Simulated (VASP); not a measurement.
Here is a VASP 6.6.1 calculation.

The input INCAR:

```
SYSTEM = SiC
PREC = Accurate
ENCUT = 520
EDIFF = 1E-7
ISMEAR = -4
SIGMA = 0.1
LREAL = .False.
LASPH = .True.
NELM = 60
ALGO = Normal
ISIF = 2
LWAVE = .False.
LCHARG = .True.
GGA = PE
LELF = .True.
LVHAR = .True.
NBANDS = 11
```

Contents of KPOINTS:

```
Automatic mesh
0
Gamma
  26 26 26
  0 0 0
```

POSCAR

```
SiC
1.0
   -1.4344507242      1.4344507242      2.0280771166
    1.4344507242     -1.4344507242      2.0280771166
    1.4344507242      1.4344507242     -2.0280771166
Si C
1 1
Direct
    0.5000000000      0.5000000000      0.0000000000
    0.0000000000      0.0000000000      0.0000000000
```

Potentials or basis: VASP PAW PBE potentials, release 64 (Si, C).

Launch:

```bash
$ cat potpaw_PBE.64/Si/POTCAR potpaw_PBE.64/C/POTCAR > POTCAR
$ mpirun -np 1 vasp_std > vasp.out
```

Question: Estimate the pressure.

Answer: -0.1 GPa.

Question: What does it give for the band gap on the k mesh?

Answer: Zero (bands 4 and 5 overlap by 1.07 eV).

Stress tensor (GPa, compression positive):
```
-0.04  0.00  0.00
 0.00 -0.04  0.00
 0.00  0.00 -0.14
```

Caveat: tetrahedron occupations give inexact forces and stress in metals.
